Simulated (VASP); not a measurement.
# CuAu (P4/mmm) in VASP: notebook

Runs on CuAu. Level: PBE. Tasks: single point.

Program: VASP 6.6.1. These are calculated values, not measurements. Logs are shortened: lines on timing, memory, paths and dates and some standing lists are left out, and cuts for length are marked.

## (1) The cell of the first run

It takes space group P4/mmm (No. 123, tetragonal). Conventional cell: a = 2.884 Å, b = 2.884 Å, c = 3.560 Å, α = 90.00°, β = 90.00°, γ = 90.00°. Cu (site symmetry 4/mmm) has 8 Au at 2.71 Å and 6 Cu at 2.88 to 3.56 Å within 3.6 Å. Au (site symmetry 4/mmm) has 8 Cu at 2.71 Å and 6 Au at 2.88 to 3.56 Å within 3.6 Å.

## (2) Single point, PBE (strain +0.030 along x and y, -0.030 along z)

Input file INCAR:

```
SYSTEM = CuAu
  PREC = Accurate
  ENCUT = 520
  EDIFF = 1E-6
  ISMEAR = 0
  SIGMA = 0.15
  LREAL = .FALSE.
  LASPH = .TRUE.
  NELM = 60
  ALGO = Fast
  ISIF = 2
  LWAVE = .FALSE.
  LCHARG = .TRUE.
  GGA = PE
  LELF = .TRUE.
  LVHAR = .TRUE.
  NBANDS = 18
```

Input file KPOINTS:

```
Automatic mesh
0
G
  18 18 14
  0 0 0
```

Input file POSCAR:

```
CuAu
1.0
    2.8840000000      0.0000000000      0.0000000000
    0.0000000000      2.8840000000      0.0000000000
    0.0000000000      0.0000000000      3.5599000000
Cu Au
1 1
Direct
    0.5000000000      0.5000000000      0.5000000000
    0.0000000000      0.0000000000      0.0000000000
```

Potentials or basis: VASP PAW PBE potentials, release 64 (Cu, Au).

Command:

```
$ cat potpaw_PBE.64/Cu/POTCAR potpaw_PBE.64/Au/POTCAR > POTCAR
$ mpirun -np 1 vasp_std > vasp.out
```

OUTCAR:

```text
SYSTEM = CuAu
   PREC = Accurate
   ENCUT = 520
   EDIFF = 1E-6
   ISMEAR = 0
   LREAL = .FALSE.
   LASPH = .TRUE.
   NELM = 60
   ISIF = 2
   GGA = PE

 ion  position               nearest neighbor table
   1  0.500  0.500  0.500-   2 2.71   2 2.71   2 2.71   2 2.71   2 2.71   2 2.71   2 2.71   2 2.71

   2  0.000  0.000  0.000-   1 2.71   1 2.71   1 2.71   1 2.71   1 2.71   1 2.71   1 2.71   1 2.71

  LATTYP: Found a simple tetragonal cell.
 ALAT       =     2.8840000000
 C/A-ratio  =     1.2343619972

  Lattice vectors:

 A1 = (   2.8840000000,   0.0000000000,   0.0000000000)
 A2 = (   0.0000000000,   2.8840000000,   0.0000000000)
 A3 = (   0.0000000000,   0.0000000000,   3.5599000000)

Analysis of symmetry for initial positions (statically):
=====================================================================
 Subroutine PRICEL returns:
 Original cell was already a primitive cell.

 Routine SETGRP: Setting up the symmetry group for a
 simple tetragonal supercell.

 Subroutine GETGRP returns: Found 16 space group operations
 (whereof 16 operations were pure point group operations)
 out of a pool of 16 trial point group operations.

The static configuration has the point symmetry D_4h.

Analysis of symmetry for dynamics (positions and initial velocities):
=====================================================================
 Subroutine PRICEL returns:
 Original cell was already a primitive cell.

 Routine SETGRP: Setting up the symmetry group for a
 simple tetragonal supercell.

 Subroutine GETGRP returns: Found 16 space group operations
 (whereof 16 operations were pure point group operations)
 out of a pool of 16 trial point group operations.

The dynamic configuration has the point symmetry D_4h.

 Subroutine INISYM returns: Found 16 space group operations
 (whereof 16 operations are pure point group operations),
 and found     1 'primitive' translations

----------------------------------------------------------------------------------------

                                     Primitive cell

  volume of cell :      29.6093

  direct lattice vectors                    reciprocal lattice vectors
     2.884000000  0.000000000  0.000000000     0.346740638  0.000000000  0.000000000
     0.000000000  2.884000000  0.000000000     0.000000000  0.346740638  0.000000000
     0.000000000  0.000000000  3.559900000     0.000000000  0.000000000  0.280906767

  length of vectors
     2.884000000  2.884000000  3.559900000     0.346740638  0.346740638  0.280906767

[... 76 lines left out ...]
   LSORBIT =      F    spin-orbit coupling
   LASPH  =      T    aspherical Exc in radial PAW
   ENCUT  =  520.0 eV  38.22 Ry    6.18 a.u.   5.36  5.36  6.62*2*pi/ulx,y,z
   NELM   =     60;   NELMIN=  2; NELMDL= -5     # of ELM steps
   EDIFF  = 0.1E-05   stopping-criterion for ELM
   LREAL  =      F    real-space projection
   EDIFFG = 0.1E-04   stopping-criterion for IOM
   NSW    =      0    number of steps for IOM
   IBRION =     -1    ionic relax: 0-MD 1-quasi-New 2-CG
   NFREE  =      0    steps in history (QN), initial steepest desc. (CG)
   ISIF   =      2    stress and relaxation
   ISYM   =      2    0-nonsym 1-usesym 2-fastsym
   POTIM  = 0.5000    time-step for ionic-motion
   TEBEG  =    0.0;   TEEND  =   0.0 temperature during run
   PSTRESS=    0.0 pullay stress
   NELECT =      22.0000    total number of electrons
   NUPDOWN=      -1.0000    fix difference up-down
   EMIN   =  10.00;   EMAX   =-10.00  energy-range for DOS
   EFERMI =   0.00;   METHOD = LEGACY
   ISMEAR =     0;   SIGMA  =   0.15  broadening in eV -4-tet -1-fermi 0-gaus
   EFERMI_NEDOS =   21; number of points for ismear=-14 and -15
   IALGO  =     68    algorithm
   IMIX   =      4    mixing-type and parameters
     AMIX     =   0.40;   BMIX     =  1.00
     AMIX_MAG =   1.60;   BMIX_MAG =  1.00
  volume/ion in A,a.u.               =      14.80        99.91
  Fermi-wavevector in a.u.,A,eV,Ry     =   1.482767  2.802024 29.913747  2.198598
  Thomas-Fermi vector in A             =   2.596512
   LORBIT       =      0    0 simple, 1 ext, 2 COOP (PROOUT), +10 PAW based schemes
   GGA     = PE    functional components
   LHFCALC =     F    Hartree Fock is set to
   AEXX    =    0.0000 exact exchange contribution
   IVDW    =     0    specifies the selected vdW correction
   LEPSILON=     F    determine dielectric tensor
   LRPA    =     F    only Hartree local field effects (RPA)
 non-spin polarized calculation
 RMM-DIIS sequential band-by-band and
 Gauss-broadening in eV      SIGMA  =   0.15
  energy-cutoff  :      520.00
  volume of cell :       29.61
 maximum number of plane-waves:       824
 NGX is ok and might be reduce to    24
   NGX = 11   NGY = 11   NGZ = 13

 number of electron      21.9999981 magnetization

 Free energy of the ion-electron system (eV)
  ---------------------------------------------------
  ext. energy  EPLUGINS =         0.00000000
  ---------------------------------------------------
  free energy    TOTEN  =        -7.06506348 eV

  energy without entropy =       -7.05813956  energy(sigma->0) =       -7.06160152

 E-fermi :   8.4900     XC(G=0): -12.5658

 val. band max:        8.4863940647   @ k =   0.3333   0.3333   0.3571
 cond. band min:       8.4985425949   @ k =   0.4444   0.3889   0.1429
 fundamental gap:      0.0121485302
 Fermi energy:         8.4899705486

 k-point     1 :       0.0000    0.0000    0.0000
  band No.  band energies     occupation
      1      -1.1120      2.00000
      2       2.1314      2.00000
      3       2.2471      2.00000
      4       4.4237      2.00000
      5       4.4237      2.00000
      6       5.2948      2.00000
[... 481 lines left out ...]
      5       4.5511      2.00000
      6       4.5946      2.00000
[... 10 lines left out ...]
     17      23.2845      0.00000
     18      24.9764      0.00000

 [... further k-points ...]
[... 5 lines left out ...]
  --------------------------------------------------------------------------------------
  -------------------------------------------------------------------------------------
  Total        0.3241512      0.3241512      0.4479402      0.0000000      0.0000000      0.0000000
  in kB       17.5400147     17.5400147     24.2383112      0.0000000      0.0000000      0.0000000
  external PRESSURE =      19.7727802 kB  Pullay stress =       0.0000000 kB

 VOLUME and BASIS-vectors are now :
 -----------------------------------------------------------------------------
  energy-cutoff  :      520.00
  volume of cell :       29.61
      direct lattice vectors                 reciprocal lattice vectors
     2.884000000  0.000000000  0.000000000     0.346740638  0.000000000  0.000000000
     0.000000000  2.884000000  0.000000000     0.000000000  0.346740638  0.000000000
     0.000000000  0.000000000  3.559900000     0.000000000  0.000000000  0.280906767

 POSITION                                       TOTAL-FORCE (eV/Angst)
 -----------------------------------------------------------------------------------
      1.44200      1.44200      1.77995         0.000000      0.000000      0.000000
      0.00000      0.00000      0.00000         0.000000      0.000000      0.000000
 -----------------------------------------------------------------------------------
    total drift:                                0.000000      0.000000     -0.000000

  FREE ENERGIE OF THE ION-ELECTRON SYSTEM (eV)
  ---------------------------------------------------
  free  energy   TOTEN  =        -7.0650634826 eV

  energy  without entropy=       -7.0581395599  energy(sigma->0) =       -7.06160152
```

It took 82 s on 1 thread of Intel Xeon 6975P-C (Granite Rapids), shared host; peak memory 0.35 GiB.

Results:

```
Free energy            : -7.0651 eV
Pressure               : 2.0 GPa
Band gap on the k mesh : zero (band 11 reaches 13.51 eV, above the bottom of band 12 at 6.44 eV)
```

Stress tensor (GPa, compression positive):
```
1.75 0.00 0.00
0.00 1.75 0.00
0.00 0.00 2.42
```

Levels at points of the mesh, in eV from the Fermi level:
| k point | band 8 | band 9 | band 10 | band 11 | band 12 | band 13 | band 14 | band 15 |
| --- | --- | --- | --- | --- | --- | --- | --- | --- |
| (0.00, 0.00, 0.00) | -2.06 | -1.69 | -1.49 | -1.49 | 3.00 | 8.96 | 9.21 | 9.21 |
| (0.50, 0.00, 0.00) | -2.91 | -2.44 | -2.22 | -1.04 | -0.51 | 10.07 | 10.09 | 11.71 |
| (0.50, 0.50, 0.00) | -1.73 | -1.34 | -1.34 | 0.37 | 0.37 | 4.45 | 6.35 | 10.54 |
| (0.00, 0.00, 0.50) | -2.88 | -2.38 | -2.38 | -2.19 | -2.05 | 13.85 | 14.08 | 14.08 |
| (0.50, 0.00, 0.50) | -1.80 | -1.54 | -1.49 | -0.95 | -0.94 | 2.51 | 4.45 | 15.32 |
| (0.50, 0.50, 0.50) | -2.10 | -1.88 | -1.72 | 5.02 | 5.44 | 5.44 | 5.56 | 6.55 |

Caveat: the cell differs from its parent crystal (strain +0.030 along x and y, -0.030 along z); spin-orbit coupling is left out, which moves the levels of the heavy elements.

## (3) Single point, PBE (strain +0.015 along x and y, +0.000 along z)

Input file INCAR:

```
SYSTEM = CuAu
PREC = Accurate
ENCUT = 520
EDIFF = 1E-6
ISMEAR = 0
SIGMA = 0.15
LREAL = .False.
LASPH = .True.
NELM = 60
ALGO = Fast
ISIF = 2
LWAVE = .False.
LCHARG = .False.
GGA = PE
NBANDS = 18
```

Input file KPOINTS:

```
Automatic mesh
0
Gamma
  18 18 14
  0 0 0
```

Input file POSCAR:

```
CuAu
1.0
    2.8420000000      0.0000000000      0.0000000000
    0.0000000000      2.8420000000      0.0000000000
    0.0000000000      0.0000000000      3.6700000000
Cu Au
1 1
Direct
    0.5000000000      0.5000000000      0.5000000000
    0.0000000000      0.0000000000      0.0000000000
```

Potentials or basis: VASP PAW PBE potentials, release 64 (Cu, Au).

Command:

```
$ cat potpaw_PBE.64/Cu/POTCAR potpaw_PBE.64/Au/POTCAR > POTCAR
$ mpirun -np 1 vasp_std > vasp.out
```

It took 80 s on 1 thread of Intel Xeon 6975P-C (Granite Rapids), shared host; peak memory 0.35 GiB.

It converged, with:

- Free energy: -7.0660 eV
- Pressure: 2.0 GPa
- Band gap on the k mesh: zero (band 11 reaches 13.69 eV, above the bottom of band 12 at 6.50 eV)

Stress tensor (GPa, compression positive):
```
2.14 0.00 0.00
0.00 2.14 0.00
0.00 0.00 1.64
```

Levels at points of the mesh, in eV from the Fermi level:
| k point | band 9 | band 10 | band 11 | band 12 | band 13 | band 14 |
| --- | --- | --- | --- | --- | --- | --- |
| (0.00, 0.00, 0.00) | -1.70 | -1.48 | -1.48 | 2.32 | 8.12 | 9.75 |
| (0.50, 0.00, 0.00) | -2.39 | -2.18 | -0.92 | -0.28 | 9.50 | 9.54 |
| (0.50, 0.50, 0.00) | -1.37 | -1.37 | 0.61 | 0.61 | 4.86 | 6.60 |
| (0.00, 0.00, 0.50) | -2.32 | -2.32 | -2.29 | -1.98 | 14.15 | 14.34 |
| (0.50, 0.00, 0.50) | -1.58 | -1.55 | -0.98 | -0.98 | 2.54 | 4.31 |
| (0.50, 0.50, 0.50) | -1.73 | -1.66 | 5.21 | 5.43 | 5.43 | 5.88 |

Caveat: the cell differs from its parent crystal (strain +0.015 along x and y, +0.000 along z); spin-orbit coupling is left out, which moves the levels of the heavy elements.

## (4) Single point, PBE (strain +0.030 along x and y, -0.015 along z)

Input file INCAR:

```
PREC = Accurate ; ENCUT = 520
EDIFF = 1E-6 ; ISMEAR = 0
SIGMA = 0.15 ; LREAL = False
LASPH = True ; NELM = 80
ALGO = Fast ; ISIF = 2
LWAVE = False ; LCHARG = True
GGA = PE ; LELF = True
LVHAR = True ; NBANDS = 18
```

Input file KPOINTS:

```
regular mesh
0
Gamma
  18 18 14
```

Input file POSCAR:

```
CuAu
1.0
    2.8840000000      0.0000000000      0.0000000000
    0.0000000000      2.8840000000      0.0000000000
    0.0000000000      0.0000000000      3.6149500000
Cu Au
1 1
Direct
    0.5000000000      0.5000000000      0.5000000000
    0.0000000000      0.0000000000      0.0000000000
```

Command:

```
$ cat potpaw_PBE.64/Cu/POTCAR potpaw_PBE.64/Au/POTCAR > POTCAR
$ mpirun -np 1 vasp_std > vasp.out
```

It took 86 s on 1 thread of Intel Xeon 6975P-C (Granite Rapids), shared host; peak memory 0.35 GiB.

Results (log left out):

```
Free energy            : -7.0686 eV
Pressure               : -0.2 GPa
Band gap on the k mesh : zero (band 11 reaches 13.29 eV, above the bottom of band 12 at 6.28 eV)
```

Stress tensor (GPa, compression positive):
```
-0.34  0.00  0.00
 0.00 -0.34  0.00
 0.00  0.00 -0.01
```

Levels at points of the mesh, in eV from the Fermi level:
```csv
k point,band 9,band 10,band 11,band 12,band 13,band 14
"(0.00, 0.00, 0.00)",-1.68,-1.48,-1.48,2.77,8.52,9.33
"(0.50, 0.00, 0.00)",-2.38,-2.18,-0.99,-0.46,9.79,9.82
"(0.50, 0.50, 0.00)",-1.35,-1.35,0.48,0.48,4.49,6.32
"(0.00, 0.00, 0.50)",-2.32,-2.32,-2.19,-2.00,13.89,14.05
"(0.50, 0.00, 0.50)",-1.54,-1.51,-0.91,-0.91,2.44,4.31
"(0.50, 0.50, 0.50)",-1.84,-1.68,5.02,5.40,5.40,5.54
```

Caveat: the cell differs from its parent crystal (strain +0.030 along x and y, -0.015 along z); spin-orbit coupling is left out, which moves the levels of the heavy elements.

## (5) Single point, PBE (strain -0.030 along x and y, -0.030 along z)

Input file INCAR:

```
  ALGO = Fast
  EDIFF = 1E-6
  ENCUT = 520
  GGA = PE
  ISIF = 2
  ISMEAR = 0
  LASPH = T
  LCHARG = F
  LREAL = F
  LWAVE = F
  NBANDS = 18
  NELM = 100
  PREC = Accurate
  SIGMA = 0.15
```

Input file KPOINTS:

```
k-points
0
Gamma
  18 18 14
```

Input file POSCAR:

```
CuAu
1.0
    2.7160000000      0.0000000000      0.0000000000
    0.0000000000      2.7160000000      0.0000000000
    0.0000000000      0.0000000000      3.5599000000
Cu Au
1 1
Direct
    0.5000000000      0.5000000000      0.5000000000
    0.0000000000      0.0000000000      0.0000000000
```

Command:

```
$ cat potpaw_PBE.64/Cu/POTCAR potpaw_PBE.64/Au/POTCAR > POTCAR
$ mpirun -np 1 vasp_std > vasp.out
```

It took 87 s on 1 thread of Intel Xeon Platinum 8481C at 2.70GHz (Sapphire Rapids), shared host; peak memory 0.32 GiB.

Results (log left out):

```yaml
Free_energy: -6.7880 eV
Pressure: 27.1 GPa
Band_gap_on_the_k_mesh: zero (band 11 reaches 16.15 eV, above the bottom of band 12 at 8.15 eV)
```

Stress tensor (GPa, compression positive):
```
27.72  0.00  0.00
 0.00 27.72  0.00
 0.00  0.00 25.90
```

Levels at points of the mesh, in eV from the Fermi level:
| k point | band 8 | band 9 | band 10 | band 11 | band 12 | band 13 | band 14 | band 15 |
| --- | --- | --- | --- | --- | --- | --- | --- | --- |
| (0.00, 0.00, 0.00) | -2.42 | -1.88 | -1.60 | -1.60 | 1.92 | 8.97 | 10.39 | 10.39 |
| (0.50, 0.00, 0.00) | -3.46 | -2.77 | -2.53 | -1.00 | 0.00 | 9.78 | 10.03 | 12.25 |
| (0.50, 0.50, 0.00) | -1.66 | -1.50 | -1.50 | 0.36 | 0.36 | 5.85 | 7.70 | 10.31 |
| (0.00, 0.00, 0.50) | -2.96 | -2.72 | -2.69 | -2.69 | -2.26 | 14.70 | 15.32 | 15.32 |
| (0.50, 0.00, 0.50) | -1.95 | -1.77 | -1.69 | -1.52 | -1.51 | 3.15 | 4.99 | 16.03 |
| (0.50, 0.50, 0.50) | -2.48 | -1.86 | -1.65 | 5.74 | 5.75 | 5.75 | 7.06 | 7.17 |

Caveat: the cell differs from its parent crystal (strain -0.030 along x and y, -0.030 along z); spin-orbit coupling is left out, which moves the levels of the heavy elements.

## (6) The runs side by side

```tsv
cell	gap on the mesh (eV)	pressure (GPa)
a = 2.884, b = 2.884, c = 3.560 Å, 2 atoms	none	2.0
a = 2.842, b = 2.842, c = 3.670 Å, 2 atoms	none	2.0
a = 2.884, b = 2.884, c = 3.615 Å, 2 atoms	none	-0.2
a = 2.716, b = 2.716, c = 3.560 Å, 2 atoms	none	27.1
```

Alike in all rows: task single point; level PBE; potentials or basis VASP PAW PBE potentials, release 64 (Cu, Au); no spin polarisation; k mesh 18 × 18 × 14; cutoff (eV) 520; smearing gaussian 0.15 eV.

Caveats: spin-orbit coupling is left out, which moves the levels of the heavy elements.

Total energies depend on the potentials used, so only differences within one code and one set of settings carry meaning.
